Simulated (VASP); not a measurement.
HfC, 2 atoms in the cell. Symmetry: I4mm, No. 107, tetragonal system. Conventional cell: a = 3.288 Å, b = 3.288 Å, c = 4.650 Å, α = 90.00°, β = 90.00°, γ = 90.00°. Hf (site symmetry 4mm) has 6 C at 2.12 to 2.53 Å within 2.8 Å. Within 2.8 Å of C (site symmetry 4mm) lie 6 Hf at 2.12 to 2.53 Å.  This cell differs from its parent crystal: atom 1 (Hf) moved by [0.2, 0.0, 0.0] A.

| Property | Result |
| --- | --- |
| Program | VASP 6.6.1 |
| Task | single point |
| Functional | PBE |
| Potentials or basis | VASP PAW PBE potentials, release 64 (Hf_pv, C) |
| Cutoff | 520 eV |
| k mesh | 12 × 12 × 12 |
| Occupations | fermi-dirac, width 0.05 eV |
| Spin | no spin polarisation |
| Dipole correction | no |
| Further INCAR settings | ALGO = Normal; EDIFF = 1e-07; NBANDS = 14 |

Potentials or basis: VASP PAW PBE potentials, release 64 (Hf_pv, C).

Launch:

```bash
$ cat potpaw_PBE.64/Hf_pv/POTCAR potpaw_PBE.64/C/POTCAR > POTCAR
$ mpirun -np 1 vasp_std > vasp.out
```

Hardware: 1 thread of AMD EPYC 7R13 Processor (Zen 3), on a shared host.

Question: How long does it take, and how much memory?

Answer: Run time: 57 s on 1 thread of AMD EPYC 7R13 Processor (Zen 3) (shared host), peak memory 0.15 GiB. Counts: scf iterations 14, k points 163.
